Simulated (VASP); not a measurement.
# SiO2 (P-4m2) in VASP: notebook, part 2 of 2

VASP 6.6.1. The steps go on from the part before.

### 5 Single point, LDA

This run uses another cell than the first one, of 20.24 Å³/atom.

Input file INCAR:

```
ALGO = Normal
EDIFF = 1E-6
ENCUT = 520
ISIF = 2
ISMEAR = 0
LASPH = T
LCHARG = F
LREAL = Auto
LWAVE = F
NBANDS = 53
NELM = 100
PREC = Accurate
SIGMA = 0.02
```

Input file KPOINTS:

```
k-points
0
Gamma
  4 4 4
```

Input file POSCAR:

```
SiO2
1.0
    6.8870577816      0.0000000000      0.0000000000
    0.0000000000      6.8870577816      0.0000000000
    0.0000000000      0.0000000000      6.4001249699
Si O
5 10
Direct
    0.2692498435      0.0000000000      0.1193140972
    0.0000000000      0.7307501565      0.8806859028
    0.0000000000      0.2692498435      0.8806859028
    0.7307501565      0.0000000000      0.1193140972
    0.0000000000      0.0000000000      0.5000000000
    0.1919033300      0.0000000000      0.3565740649
    0.0000000000      0.8080966700      0.6434259351
    0.0000000000      0.1919033300      0.6434259351
    0.8080966700      0.0000000000      0.3565740649
    0.1914476445      0.1914476445      0.0000000000
    0.1914476445      0.8085523555      0.0000000000
    0.8085523555      0.1914476445      0.0000000000
    0.8085523555      0.8085523555      0.0000000000
    0.5000000000      0.0000000000      0.1207156002
    0.0000000000      0.5000000000      0.8792843998
```

Command:

```sh
> cat potpaw_LDA.64/Si/POTCAR potpaw_LDA.64/O/POTCAR > POTCAR
> mpirun -np 1 vasp_std > vasp.out
```

It took 4.8 min on 1 thread of AMD EPYC 9R45 (Zen 5), shared host; peak memory 0.35 GiB.

Results (log left out):

| Item | Value |
| --- | --- |
| Free energy | -129.2457 eV |
| Pressure | 0.4 GPa |
| Largest force | 0.086 eV/Å |
| Band gap on the k mesh | 5.64 eV (least direct gap 5.69 eV) |

Forces on the atoms (eV/Å):
```
Si   0.084  0.000  0.020
Si   0.000 -0.084 -0.020
Si   0.000  0.084 -0.020
Si  -0.084  0.000  0.020
Si   0.000  0.000  0.000
O    0.010  0.000  0.014
O    0.000 -0.010 -0.014
O    0.000  0.010 -0.014
O   -0.010  0.000  0.014
O    0.014  0.014  0.000
O    0.014 -0.014  0.000
O   -0.014  0.014  0.000
O   -0.014 -0.014  0.000
O    0.000  0.000 -0.003
O    0.000  0.000  0.003
```

Levels at points of the mesh, in eV from the valence-band top:
| k point | band 36 | band 37 | band 38 | band 39 | band 40 | band 41 | band 42 | band 43 | band 44 | band 45 |
| --- | --- | --- | --- | --- | --- | --- | --- | --- | --- | --- |
| (0.00, 0.00, 0.00) | -1.09 | -0.97 | -0.76 | -0.76 | -0.05 | 5.64 | 8.42 | 8.51 | 8.90 | 9.00 |
| (0.50, 0.00, 0.00) | -1.11 | -0.88 | -0.59 | -0.38 | -0.02 | 6.41 | 7.12 | 8.57 | 8.91 | 9.09 |
| (0.50, 0.50, 0.00) | -1.33 | -0.40 | -0.39 | -0.39 | 0.00 | 7.19 | 7.69 | 7.69 | 7.94 | 8.70 |
| (0.00, 0.00, 0.50) | -1.03 | -0.96 | -0.64 | -0.47 | -0.47 | 6.69 | 7.15 | 8.35 | 8.77 | 9.01 |
| (0.50, 0.00, 0.50) | -1.08 | -0.69 | -0.47 | -0.45 | -0.21 | 7.38 | 7.82 | 7.83 | 8.01 | 8.44 |
| (0.50, 0.50, 0.50) | -1.09 | -0.57 | -0.31 | -0.21 | -0.21 | 8.06 | 8.07 | 8.07 | 8.37 | 8.47 |

A k mesh can miss the band edges.

### 6 Single point, LDA

This run uses another cell than the first one, of 20.24 Å³/atom.

Input file INCAR:

```
SYSTEM = SiO2
PREC     = Accurate       ! precision mode
ENCUT    = 520            ! plane-wave cutoff, eV
EDIFF    = 1E-6           ! SCF threshold, eV
ISMEAR   = 0              ! smearing method
SIGMA    = 0.02           ! smearing width, eV
LREAL    = Auto         
LASPH    = .TRUE.         ! aspherical terms in the spheres
NELM     = 100            ! most SCF steps
ALGO     = Normal         ! electronic algorithm
ISIF     = 2              ! what is computed and relaxed
LWAVE    = .FALSE.        ! write WAVECAR
LCHARG   = .TRUE.         ! write CHGCAR
GGA      = CA             ! functional
LELF     = .TRUE.         ! ELF
LVHAR    = .TRUE.       
NBANDS   = 53             ! bands
```

Input file KPOINTS:

```
regular mesh
0
G
  4 4 4
  0 0 0
```

POSCAR is that of step 5.

Potentials or basis: VASP PAW LDA potentials, release 64 (Si, O).

Command:

```sh
> cat potpaw_LDA.64/Si/POTCAR potpaw_LDA.64/O/POTCAR > POTCAR
> mpirun -np 1 vasp_std > vasp.out
```

OUTCAR:

```text
SYSTEM = SiO2
   PREC = Accurate
   ENCUT = 520
   EDIFF = 1E-6
   ISMEAR = 0
   LREAL = Auto
   LASPH = .TRUE.
   NELM = 100
   ISIF = 2
   GGA = CA

 ion  position               nearest neighbor table
   1  0.269  0.000  0.119-  14 1.59   6 1.61  11 1.62  10 1.62   2 3.03   3 3.03   5 3.06
   2  0.000  0.731  0.881-  15 1.59   7 1.61  13 1.62  11 1.62   1 3.03   4 3.03   5 3.06
   3  0.000  0.269  0.881-  15 1.59   8 1.61  12 1.62  10 1.62   1 3.03   4 3.03   5 3.06
   4  0.731  0.000  0.119-  14 1.59   9 1.61  13 1.62  12 1.62   2 3.03   3 3.03   5 3.06
   5  0.000  0.000  0.500-   6 1.61   7 1.61   8 1.61   9 1.61   1 3.06   2 3.06   3 3.06   4 3.06

   6  0.192  0.000  0.357-   5 1.61   1 1.61
   7  0.000  0.808  0.643-   5 1.61   2 1.61
   8  0.000  0.192  0.643-   5 1.61   3 1.61
   9  0.808  0.000  0.357-   5 1.61   4 1.61
  10  0.191  0.191  0.000-   1 1.62   3 1.62
  11  0.191  0.809  0.000-   1 1.62   2 1.62
  12  0.809  0.191  0.000-   3 1.62   4 1.62
  13  0.809  0.809  0.000-   2 1.62   4 1.62
  14  0.500  0.000  0.121-   1 1.59   4 1.59
  15  0.000  0.500  0.879-   2 1.59   3 1.59

  LATTYP: Found a simple tetragonal cell.
 ALAT       =     6.8870577816
 C/A-ratio  =     0.9292974116

  Lattice vectors:

 A1 = (   6.8870577816,   0.0000000000,   0.0000000000)
 A2 = (   0.0000000000,   6.8870577816,   0.0000000000)
 A3 = (   0.0000000000,   0.0000000000,   6.4001249699)

Analysis of symmetry for initial positions (statically):
=====================================================================
 Subroutine PRICEL returns:
 Original cell was already a primitive cell.

 Routine SETGRP: Setting up the symmetry group for a
 simple tetragonal supercell.

 Subroutine GETGRP returns: Found  8 space group operations
 (whereof  8 operations were pure point group operations)
 out of a pool of 16 trial point group operations.

The static configuration has the point symmetry D_2d.

Analysis of symmetry for dynamics (positions and initial velocities):
=====================================================================
 Subroutine PRICEL returns:
 Original cell was already a primitive cell.

 Routine SETGRP: Setting up the symmetry group for a
 simple tetragonal supercell.

 Subroutine GETGRP returns: Found  8 space group operations
 (whereof  8 operations were pure point group operations)
 out of a pool of 16 trial point group operations.

The dynamic configuration has the point symmetry D_2d.

 Subroutine INISYM returns: Found  8 space group operations
 (whereof  8 operations are pure point group operations),
 and found     1 'primitive' translations

----------------------------------------------------------------------------------------

                                     Primitive cell

  volume of cell :     303.5679

  direct lattice vectors                    reciprocal lattice vectors
     6.887057782  0.000000000  0.000000000     0.145199885  0.000000000  0.000000000
     0.000000000  6.887057782  0.000000000     0.000000000  0.145199885  0.000000000
     0.000000000  0.000000000  6.400124970     0.000000000  0.000000000  0.156246949

  length of vectors
     6.887057782  6.887057782  6.400124970     0.145199885  0.145199885  0.156246949
[... 88 lines left out ...]
   NGX,Y,Z   is equivalent  to a cutoff of  13.04, 13.04, 12.47 a.u.
   NGXF,Y,Z  is equivalent  to a cutoff of  26.07, 26.07, 24.94 a.u.
 SYSTEM =  SiO2
   PREC   = accura    normal or accurate (medium, high low for compatibility)
   ISTART =      0    job   : 0-new  1-cont  2-samecut
   ICHARG =      2    charge: 1-file 2-atom 10-const
   ISPIN  =      1    spin polarized calculation?
   LNONCOLLINEAR =      F non collinear calculations
   LSORBIT =      F    spin-orbit coupling
   LASPH  =      T    aspherical Exc in radial PAW
   ENCUT  =  520.0 eV  38.22 Ry    6.18 a.u.  12.81 12.81 11.90*2*pi/ulx,y,z
   NELM   =    100;   NELMIN=  2; NELMDL= -5     # of ELM steps
   EDIFF  = 0.1E-05   stopping-criterion for ELM
   LREAL  =      T    real-space projection
   EDIFFG = 0.1E-04   stopping-criterion for IOM
   NSW    =      0    number of steps for IOM
   IBRION =     -1    ionic relax: 0-MD 1-quasi-New 2-CG
   NFREE  =      0    steps in history (QN), initial steepest desc. (CG)
   ISIF   =      2    stress and relaxation
   ISYM   =      2    0-nonsym 1-usesym 2-fastsym
   POTIM  = 0.5000    time-step for ionic-motion
   TEBEG  =    0.0;   TEEND  =   0.0 temperature during run
   PSTRESS=    0.0 pullay stress
   NELECT =      80.0000    total number of electrons
   NUPDOWN=      -1.0000    fix difference up-down
   EMIN   =  10.00;   EMAX   =-10.00  energy-range for DOS
   EFERMI =   0.00;   METHOD = LEGACY
   ISMEAR =     0;   SIGMA  =   0.02  broadening in eV -4-tet -1-fermi 0-gaus
   EFERMI_NEDOS =   21; number of points for ismear=-14 and -15
   IALGO  =     38    algorithm
   IMIX   =      4    mixing-type and parameters
     AMIX     =   0.40;   BMIX     =  1.00
     AMIX_MAG =   1.60;   BMIX_MAG =  1.00
  volume/ion in A,a.u.               =      20.24       136.57
  Fermi-wavevector in a.u.,A,eV,Ry     =   1.049590  1.983437 14.988700  1.101638
  Thomas-Fermi vector in A             =   2.184558
   LORBIT       =      0    0 simple, 1 ext, 2 COOP (PROOUT), +10 PAW based schemes
   GGA     = CA    functional components
   LHFCALC =     F    Hartree Fock is set to
   AEXX    =    0.0000 exact exchange contribution
   IVDW    =     0    specifies the selected vdW correction
   LEPSILON=     F    determine dielectric tensor
   LRPA    =     F    only Hartree local field effects (RPA)
 non-spin polarized calculation
 Gauss-broadening in eV      SIGMA  =   0.02
  energy-cutoff  :      520.00
  volume of cell :      303.57
 maximum number of plane-waves:      8208
 NGX is ok and might be reduce to    54
   NGX = 25   NGY = 25   NGZ = 23

 number of electron      80.0000008 magnetization

 Free energy of the ion-electron system (eV)
  ---------------------------------------------------
  ext. energy  EPLUGINS =         0.00000000
  ---------------------------------------------------
  free energy    TOTEN  =      -129.24565571 eV

  energy without entropy =     -129.24565571  energy(sigma->0) =     -129.24565571

 E-fermi :  -2.2235     XC(G=0):  -6.8500

 val. band max:       -2.3719358390   @ k =   0.5000   0.5000   0.0000
 cond. band min:       3.2683292011   @ k =   0.0000   0.0000   0.0000
 fundamental gap:      5.6402650401
 Fermi energy:        -2.2235005596

 k-point     1 :       0.0000    0.0000    0.0000
  band No.  band energies     occupation
      1     -21.7603      2.00000
      2     -20.5997      2.00000
      3     -20.4980      2.00000
      4     -20.4762      2.00000
      5     -20.4762      2.00000
      6     -19.7079      2.00000
[... 979 lines left out ...]
     51       7.0841      0.00000
     52       7.2896      0.00000
 [bands above 52 left out]

------------------------ aborting loop because EDIFF is reached ----------------------------------------

  FORCE on cell =-STRESS in cart. coord.  units (eV):
  Direction    XX          YY          ZZ          XY          YZ          ZX
  --------------------------------------------------------------------------------------
  -------------------------------------------------------------------------------------
  Total        0.7412285      0.7412285      0.8544954      0.0000000      0.0000000      0.0000000
  in kB        3.9120714      3.9120714      4.5098739      0.0000000      0.0000000      0.0000000
  external PRESSURE =       4.1113389 kB  Pullay stress =       0.0000000 kB

 VOLUME and BASIS-vectors are now :
 -----------------------------------------------------------------------------
  energy-cutoff  :      520.00
  volume of cell :      303.57
      direct lattice vectors                 reciprocal lattice vectors
     6.887057782  0.000000000  0.000000000     0.145199885  0.000000000  0.000000000
     0.000000000  6.887057782  0.000000000     0.000000000  0.145199885  0.000000000
     0.000000000  0.000000000  6.400124970     0.000000000  0.000000000  0.156246949

 POSITION                                       TOTAL-FORCE (eV/Angst)
 -----------------------------------------------------------------------------------
      1.85434      0.00000      0.76363         0.083781     -0.000000      0.019634
      0.00000      5.03272      5.63650         0.000000     -0.083781     -0.019634
      0.00000      1.85434      5.63650         0.000000      0.083781     -0.019634
      5.03272      0.00000      0.76363        -0.083781     -0.000000      0.019634
      0.00000      0.00000      3.20006         0.000000     -0.000000     -0.000000
      1.32165      0.00000      2.28212         0.009641     -0.000000      0.014099
      0.00000      5.56541      4.11801         0.000000     -0.009641     -0.014099
      0.00000      1.32165      4.11801         0.000000      0.009641     -0.014099
      5.56541      0.00000      2.28212        -0.009641     -0.000000      0.014099
      1.31851      1.31851      0.00000         0.013542      0.013542     -0.000000
      1.31851      5.56855      0.00000         0.013542     -0.013542     -0.000000
      5.56855      1.31851      0.00000        -0.013542      0.013542     -0.000000
      5.56855      5.56855      0.00000        -0.013542     -0.013542     -0.000000
      3.44353      0.00000      0.77259         0.000000     -0.000000     -0.003148
      0.00000      3.44353      5.62753         0.000000     -0.000000      0.003148
 -----------------------------------------------------------------------------------
    total drift:                               -0.000000      0.000000      0.000000

  FREE ENERGIE OF THE ION-ELECTRON SYSTEM (eV)
  ---------------------------------------------------
  free  energy   TOTEN  =      -129.2456557061 eV

  energy  without entropy=     -129.2456557061  energy(sigma->0) =     -129.24565571
```

Wall time 5 min (1 thread of AMD EPYC 9R45 (Zen 5), shared host); peak memory 0.35 GiB.

Results:

```
Free energy            : -129.2457 eV
Pressure               : 0.4 GPa
Largest force          : 0.086 eV/Å
Band gap on the k mesh : 5.64 eV (least direct gap 5.69 eV)
```

Forces on the atoms (eV/Å):
```
Si   0.084  0.000  0.020
Si   0.000 -0.084 -0.020
Si   0.000  0.084 -0.020
Si  -0.084  0.000  0.020
Si   0.000  0.000  0.000
O    0.010  0.000  0.014
O    0.000 -0.010 -0.014
O    0.000  0.010 -0.014
O   -0.010  0.000  0.014
O    0.014  0.014  0.000
O    0.014 -0.014  0.000
O   -0.014  0.014  0.000
O   -0.014 -0.014  0.000
O    0.000  0.000 -0.003
O    0.000  0.000  0.003
```
